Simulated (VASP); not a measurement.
Runs of VASP 6.6.1 on NaCl. The structure is cubic, space group Fm-3m (No. 225). The conventional cell has a = 5.605 Å, b = 5.605 Å, c = 5.605 Å, α = 90.00°, β = 90.00°, γ = 90.00°. Na (site symmetry m-3m) has 6 Cl at 2.80 Å within 3.7 Å. Within 3.7 Å of Cl (site symmetry m-3m) lie 6 Na at 2.80 Å. 

| level | k mesh | grid for exact exchange (PRECFOCK) | gap on the mesh (eV) | pressure (GPa) |
| --- | --- | --- | --- | --- |
| PBE | 8 × 8 × 8 | - | 5.18 | 1.2 |
| PBE | 6 × 6 × 6 | - | 5.18 | 1.2 |
| r2SCAN | 6 × 6 × 6 | - | 6.00 | -0.2 |
| PBE0 | 6 × 6 × 6 | Normal | 7.28 | (a) |

Alike in all rows: task single point; potentials or basis VASP PAW PBE potentials, release 64 (Na_pv, Cl); no spin polarisation; cell as given; cutoff (eV) 520; smearing gaussian 0.01 eV.

Task: Estimate the missing entries.

Result: (a) 0.6.

Caveats: the PAW data sets were made with another functional, which shifts forces and pressure a little (some runs).

